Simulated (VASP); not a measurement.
# Tm2MgC2 (Immm) in VASP: single point with PBE

Aim: the single point of Tm2MgC2 with PBE.

Program: VASP 6.6.1. These are calculated values, not measurements. Logs are shortened: lines on timing, memory, paths and dates and some standing lists are left out, and cuts for length are marked.

## Step 1: The cell of the first run

The structure is orthorhombic, space group Immm (No. 71). Conventional cell: a = 3.382 Å, b = 5.097 Å, c = 9.546 Å, α = 90.00°, β = 90.00°, γ = 90.00°. Tm (site symmetry mm2) has 6 C at 2.50 to 3.58 Å and 4 Mg at 3.06 to 3.51 Å and 7 Tm at 3.36 to 3.38 Å within 3.6 Å. Within 3.7 Å of Mg (site symmetry mmm) lie 8 C at 2.49 to 3.68 Å and 8 Tm at 3.06 to 3.51 Å and 2 Mg at 3.38 Å. C (site symmetry m2m) has 1 C at 1.44 Å within 1.9 Å.

The cell was built from a structure type or drawn by symmetry, and may not be a known phase.

## Step 2: Single point, PBE

INCAR reads:

```
  ALGO = Normal
  EDIFF = 1E-6
  ENCUT = 600
  GGA = PE
  GGA_COMPAT = F
  ISIF = 2
  ISMEAR = 0
  LASPH = T
  LCHARG = F
  LMAXMIX = 6
  LREAL = F
  LWAVE = F
  NBANDS = 22
  NELM = 200
  PREC = Accurate
  SIGMA = 0.2
```

KPOINTS reads:

```
k-points
0
Gamma
  5 5 5
```

POSCAR reads:

```
Tm2MgC2
1.0
   -1.6910974188      2.5484799503      4.7730029055
    1.6910974188     -2.5484799503      4.7730029055
    1.6910974188      2.5484799503     -4.7730029055
Tm Mg C
2 1 2
Direct
    0.6772519132      0.1772519132      0.5000000000
    0.3227480868      0.8227480868      0.5000000000
    0.0000000000      0.0000000000      0.0000000000
    0.3590629772      0.5000000000      0.8590629772
    0.6409370228      0.5000000000      0.1409370228
```

Potentials or basis: VASP PAW PBE potentials, release 64 (Tm_3, Mg, C), 4f in core.

Run with:

```console
cat potpaw_PBE.64/Tm_3/POTCAR potpaw_PBE.64/Mg/POTCAR potpaw_PBE.64/C/POTCAR > POTCAR
mpirun -np 1 vasp_std > vasp.out
```

OUTCAR:

```text
EDIFF = 1E-6
   ENCUT = 600
   GGA = PE
   ISIF = 2
   ISMEAR = 0
   LASPH = T
   LREAL = F
   NELM = 200
   PREC = Accurate

 ion  position               nearest neighbor table
   1  0.677  0.177  0.500-   5 2.50   4 2.50   4 2.50   5 2.50   3 3.06   3 3.06   2 3.36   2 3.36
                             2 3.36   2 3.36   2 3.38   3 3.51   3 3.51
   2  0.323  0.823  0.500-   5 2.50   5 2.50   4 2.50   4 2.50   3 3.06   3 3.06   1 3.36   1 3.36
                             1 3.36   1 3.36   1 3.38   3 3.51   3 3.51
   3  0.000  0.000  0.000-   4 2.49   5 2.49   4 2.49   5 2.49   1 3.06   2 3.06   1 3.06   2 3.06
                             1 3.51   1 3.51   2 3.51   2 3.51
   4  0.359  0.500  0.859-   5 1.44   3 2.49   3 2.49   1 2.50   2 2.50   1 2.50   2 2.50
   5  0.641  0.500  0.141-   4 1.44   3 2.49   3 2.49   1 2.50   2 2.50   2 2.50   1 2.50

  LATTYP: Found a body centered orthorhombic cell.
 ALAT       =     3.3821948376
 B/A-ratio  =     1.5069977176
 C/A-ratio  =     2.8224293009

  Lattice vectors:

 A1 = (  -1.6910974188,   2.5484799503,   4.7730029055)
 A2 = (   1.6910974188,  -2.5484799503,   4.7730029055)
 A3 = (   1.6910974188,   2.5484799503,  -4.7730029055)

Analysis of symmetry for initial positions (statically):
=====================================================================
 Subroutine PRICEL returns:
 Original cell was already a primitive cell.

 Routine SETGRP: Setting up the symmetry group for a
 body centered orthorhombic supercell.

 Subroutine GETGRP returns: Found  8 space group operations
 (whereof  8 operations were pure point group operations)
 out of a pool of  8 trial point group operations.

The static configuration has the point symmetry D_2h.

Analysis of symmetry for dynamics (positions and initial velocities):
=====================================================================
 Subroutine PRICEL returns:
 Original cell was already a primitive cell.

 Routine SETGRP: Setting up the symmetry group for a
 body centered orthorhombic supercell.

 Subroutine GETGRP returns: Found  8 space group operations
 (whereof  8 operations were pure point group operations)
 out of a pool of  8 trial point group operations.

The dynamic configuration has the point symmetry D_2h.

 Subroutine INISYM returns: Found  8 space group operations
 (whereof  8 operations are pure point group operations),
 and found     1 'primitive' translations

----------------------------------------------------------------------------------------

                                     Primitive cell

  volume of cell :      82.2814

  direct lattice vectors                    reciprocal lattice vectors
    -1.691097419  2.548479950  4.773002906     0.000000000  0.196195383  0.104755855
     1.691097419 -2.548479950  4.773002906     0.295665994  0.000000000  0.104755855
     1.691097419  2.548479950 -4.773002906     0.295665994  0.196195383  0.000000000

  length of vectors
     5.668872663  5.668872663  5.668872663     0.222410471  0.313675261  0.354839412

  position of ions in fractional coordinates (direct lattice)
     0.677251913  0.177251913  0.500000000
     0.322748087  0.822748087  0.500000000
     0.000000000  0.000000000  0.000000000
     0.359062977  0.500000000  0.859062977
     0.640937023  0.500000000  0.140937023

  ion indices of the primitive-cell ions
   primitive index   ion index
                 1           1
                 2           2
                 3           3
                 4           4
                 5           5

----------------------------------------------------------------------------------------

 KPOINTS: k-points

Automatic generation of k-mesh.
 Grid dimensions read from file:
 generate k-points for:    5    5    5

 Generating k-lattice:

  Cartesian coordinates                     Fractional coordinates (reciprocal lattice)
     0.000000000  0.039239077  0.020951171     0.200000000  0.000000000 -0.000000000
     0.059133199  0.000000000  0.020951171     0.000000000  0.200000000 -0.000000000
     0.059133199  0.039239077  0.000000000    -0.000000000  0.000000000  0.200000000

  Length of vectors
     0.044482094  0.062735052  0.070967882

  Shift w.r.t. Gamma in fractional coordinates (k-lattice)
     0.000000000  0.000000000  0.000000000

 Subroutine IBZKPT returns following result:
 ===========================================

 Found     27 irreducible k-points:

 Following reciprocal coordinates:
            Coordinates               Weight
  0.000000  0.000000  0.000000      1.000000
  0.200000 -0.000000  0.000000      4.000000
  0.400000  0.000000 -0.000000      4.000000
 -0.000000  0.200000  0.000000      4.000000
  0.200000  0.200000  0.000000      8.000000
  0.400000  0.200000  0.000000      8.000000
[... 16 lines left out ...]
 -0.400000 -0.200000  0.200000      4.000000
 -0.200000 -0.200000  0.200000      2.000000
 [... further k-points ...]
   k-points           NKPTS =     27   k-points in BZ     NKDIM =     27   number of bands    NBANDS=     22
   number of dos      NEDOS =    301   number of ions     NIONS =      5
   total plane-waves  NPLWV = 110592
   dimension x,y,z NGX =    48 NGY =   48 NGZ =   48
   dimension x,y,z NGXF=    96 NGYF=   96 NGZF=   96
   ions per type =               2   1   2
   NGX,Y,Z   is equivalent  to a cutoff of  14.08, 14.08, 14.08 a.u.
   NGXF,Y,Z  is equivalent  to a cutoff of  28.15, 28.15, 28.15 a.u.
 SYSTEM =  unknown system
   PREC   = accura    normal or accurate (medium, high low for compatibility)
   ISTART =      0    job   : 0-new  1-cont  2-samecut
   ICHARG =      2    charge: 1-file 2-atom 10-const
   ISPIN  =      1    spin polarized calculation?
   LNONCOLLINEAR =      F non collinear calculations
   LSORBIT =      F    spin-orbit coupling
   LASPH  =      T    aspherical Exc in radial PAW
   ENCUT  =  600.0 eV  44.10 Ry    6.64 a.u.  11.32 11.32 11.32*2*pi/ulx,y,z
   NELM   =    200;   NELMIN=  2; NELMDL= -5     # of ELM steps
   EDIFF  = 0.1E-05   stopping-criterion for ELM
   LREAL  =      F    real-space projection
   EDIFFG = 0.1E-04   stopping-criterion for IOM
   NSW    =      0    number of steps for IOM
   IBRION =     -1    ionic relax: 0-MD 1-quasi-New 2-CG
   NFREE  =      0    steps in history (QN), initial steepest desc. (CG)
   ISIF   =      2    stress and relaxation
   ISYM   =      2    0-nonsym 1-usesym 2-fastsym
   POTIM  = 0.5000    time-step for ionic-motion
   TEBEG  =    0.0;   TEEND  =   0.0 temperature during run
   PSTRESS=    0.0 pullay stress
   NELECT =      28.0000    total number of electrons
   NUPDOWN=      -1.0000    fix difference up-down
   EMIN   =  10.00;   EMAX   =-10.00  energy-range for DOS
   EFERMI =   0.00;   METHOD = LEGACY
   ISMEAR =     0;   SIGMA  =   0.20  broadening in eV -4-tet -1-fermi 0-gaus
   EFERMI_NEDOS =   21; number of points for ismear=-14 and -15
   IALGO  =     38    algorithm
   IMIX   =      4    mixing-type and parameters
     AMIX     =   0.40;   BMIX     =  1.00
     AMIX_MAG =   1.60;   BMIX_MAG =  1.00
  volume/ion in A,a.u.               =      16.46       111.05
  Fermi-wavevector in a.u.,A,eV,Ry     =   1.142949  2.159861 17.773743  1.306333
  Thomas-Fermi vector in A             =   2.279646
   LORBIT       =      0    0 simple, 1 ext, 2 COOP (PROOUT), +10 PAW based schemes
   GGA     = PE    functional components
   LHFCALC =     F    Hartree Fock is set to
   AEXX    =    0.0000 exact exchange contribution
   IVDW    =     0    specifies the selected vdW correction
   LEPSILON=     F    determine dielectric tensor
   LRPA    =     F    only Hartree local field effects (RPA)
 non-spin polarized calculation
 Gauss-broadening in eV      SIGMA  =   0.20
  energy-cutoff  :      600.00
  volume of cell :       82.28
 maximum number of plane-waves:      2756
 NGX is ok and might be reduce to    48
   NGX = 23   NGY = 23   NGZ = 23

 number of electron      28.0000001 magnetization

 Free energy of the ion-electron system (eV)
  ---------------------------------------------------
  ext. energy  EPLUGINS =         0.00000000
  ---------------------------------------------------
  free energy    TOTEN  =       -28.66240809 eV

  energy without entropy =      -28.61029989  energy(sigma->0) =      -28.63635399

 E-fermi :   4.0203     XC(G=0): -10.5628

 val. band max:        4.0155969317   @ k =  -0.4000  -0.4000   0.4000
 cond. band min:       4.0980241642   @ k =   0.4000   0.4000   0.0000
 fundamental gap:      0.0824272325
 Fermi energy:         4.0203479268

 k-point     1 :       0.0000    0.0000    0.0000
  band No.  band energies     occupation
      1     -21.0604      2.00000
      2     -20.9925      2.00000
      3     -20.6922      2.00000
      4     -20.5753      2.00000
      5     -20.5641      2.00000
      6     -20.4641      2.00000
[... 14 lines left out ...]
     21       8.9949      0.00000
     22       9.5024      0.00000

 k-point     2 :       0.2000   -0.0000    0.0000
  band No.  band energies     occupation
      1     -21.0709      2.00000
      2     -20.9773      2.00000
      3     -20.6801      2.00000
      4     -20.5874      2.00000
      5     -20.5662      2.00000
      6     -20.4734      2.00000
[... 14 lines left out ...]
     21       8.9996      0.00000
     22       9.1753      0.00000

 k-point     3 :       0.4000    0.0000   -0.0000
  band No.  band energies     occupation
      1     -21.0939      2.00000
      2     -20.9326      2.00000
      3     -20.6951      2.00000
      4     -20.6043      2.00000
      5     -20.5452      2.00000
      6     -20.4946      2.00000
[... 14 lines left out ...]
     21       8.7661      0.00000
     22       8.9088      0.00000

 k-point     4 :      -0.0000    0.2000    0.0000
  band No.  band energies     occupation
      1     -21.0153      2.00000
      2     -20.9358      2.00000
      3     -20.7807      2.00000
      4     -20.6535      2.00000
      5     -20.6289      2.00000
      6     -20.5864      2.00000
[... 14 lines left out ...]
     21       9.8352      0.00000
     22       9.9521      0.00000

 k-point     5 :       0.2000    0.2000    0.0000
  band No.  band energies     occupation
      1     -21.0244      2.00000
      2     -20.9357      2.00000
      3     -20.7901      2.00000
      4     -20.6725      2.00000
      5     -20.6266      2.00000
      6     -20.5560      2.00000
[... 14 lines left out ...]
     21       9.1516      0.00000
     22       9.8954      0.00000

 k-point     6 :       0.4000    0.2000    0.0000
  band No.  band energies     occupation
      1     -21.0420      2.00000
      2     -20.9070      2.00000
      3     -20.8305      2.00000
      4     -20.6827      2.00000
      5     -20.6095      2.00000
      6     -20.5391      2.00000
[... 14 lines left out ...]
     21       8.5861      0.00000
     22       9.8973      0.00000

 k-point     7 :      -0.4000    0.2000    0.0000
  band No.  band energies     occupation
      1     -21.0403      2.00000
      2     -20.9102      2.00000
      3     -20.8075      2.00000
      4     -20.7115      2.00000
      5     -20.5839      2.00000
      6     -20.5561      2.00000
[... 324 lines left out ...]
      6     -20.5681      2.00000
[... 14 lines left out ...]
     21       9.4749      0.00000
     22       9.8404      0.00000

 k-point    21 :       0.2000   -0.2000    0.2000
  band No.  band energies     occupation
      1     -21.0952      2.00000
      2     -20.9335      2.00000
      3     -20.6777      2.00000
      4     -20.6179      2.00000
      5     -20.5236      2.00000
      6     -20.5163      2.00000
[... 14 lines left out ...]
     21       8.7121      0.00000
     22       8.7948      0.00000

 k-point    22 :       0.4000   -0.2000    0.2000
  band No.  band energies     occupation
      1     -21.1060      2.00000
      2     -20.8841      2.00000
      3     -20.7658      2.00000
      4     -20.5725      2.00000
      5     -20.5606      2.00000
      6     -20.4791      2.00000
[... 14 lines left out ...]
     21       9.1011      0.00000
     22       9.1911      0.00000

 k-point    23 :      -0.4000   -0.2000    0.2000
  band No.  band energies     occupation
      1     -21.0781      2.00000
      2     -20.9507      2.00000
      3     -20.7393      2.00000
      4     -20.5890      2.00000
      5     -20.5544      2.00000
      6     -20.4502      2.00000
[... 14 lines left out ...]
     21       8.6865      0.00000
     22       9.5496      0.00000

 k-point    24 :      -0.2000   -0.2000    0.2000
  band No.  band energies     occupation
      1     -21.0457      2.00000
      2     -21.0042      2.00000
      3     -20.7126      2.00000
      4     -20.5912      2.00000
      5     -20.5520      2.00000
      6     -20.4480      2.00000
[... 14 lines left out ...]
     21       9.0669      0.00000
     22       9.0886      0.00000

 [... further k-points ...]

------------------------ aborting loop because EDIFF is reached ----------------------------------------

  FORCE on cell =-STRESS in cart. coord.  units (eV):
  Direction    XX          YY          ZZ          XY          YZ          ZX
  --------------------------------------------------------------------------------------
  -------------------------------------------------------------------------------------
  Total        0.4110315      0.3808176      0.5764553      0.0000000      0.0000000      0.0000000
  in kB        8.0035772      7.4152537     11.2246992      0.0000000      0.0000000      0.0000000
  external PRESSURE =       8.8811767 kB  Pullay stress =       0.0000000 kB

 VOLUME and BASIS-vectors are now :
 -----------------------------------------------------------------------------
  energy-cutoff  :      600.00
  volume of cell :       82.28
      direct lattice vectors                 reciprocal lattice vectors
    -1.691097419  2.548479950  4.773002906     0.000000000  0.196195383  0.104755855
     1.691097419 -2.548479950  4.773002906     0.295665994  0.000000000  0.104755855
     1.691097419  2.548479950 -4.773002906     0.295665994  0.196195383  0.000000000

 POSITION                                       TOTAL-FORCE (eV/Angst)
 -----------------------------------------------------------------------------------
      0.00000      2.54848      1.69205         0.000000      0.000000      0.064181
      1.69110     -0.00000      3.08096         0.000000     -0.000000     -0.064181
      0.00000      0.00000      0.00000        -0.000000      0.000000     -0.000000
      1.69110      1.83013     -0.00000        -0.000000     -0.083559     -0.000000
      0.00000      0.71835      4.77300        -0.000000      0.083559      0.000000
 -----------------------------------------------------------------------------------
    total drift:                                0.000000      0.000000     -0.000000

  FREE ENERGIE OF THE ION-ELECTRON SYSTEM (eV)
  ---------------------------------------------------
  free  energy   TOTEN  =       -28.6624080865 eV

  energy  without entropy=      -28.6102998876  energy(sigma->0) =      -28.63635399
```

Wall time 93 s (1 thread of Intel Xeon Platinum 8259CL at 2.50GHz (Skylake/Cascade Lake), shared host); peak memory 0.36 GiB.

Results:

```
Free energy            : -28.6624 eV
Pressure               : 0.9 GPa
Largest force          : 0.084 eV/Å
Band gap on the k mesh : zero (bands 14 and 15 overlap by 1.92 eV)
```

Forces on the atoms (eV/Å):
```
Tm   0.000  0.000  0.064
Tm   0.000  0.000 -0.064
Mg   0.000  0.000  0.000
C    0.000 -0.084  0.000
C    0.000  0.084  0.000
```

Stress tensor (GPa, compression positive):
```
0.80 0.00 0.00
0.00 0.74 0.00
0.00 0.00 1.12
```

Caveat: the k points lie up to 0.39 Å⁻¹ apart, too coarse for converged energies and pressures of a metal; spin-orbit coupling is left out, which moves the levels of the heavy elements; the 4f electrons are frozen in the core, so they carry no moment and show no levels.
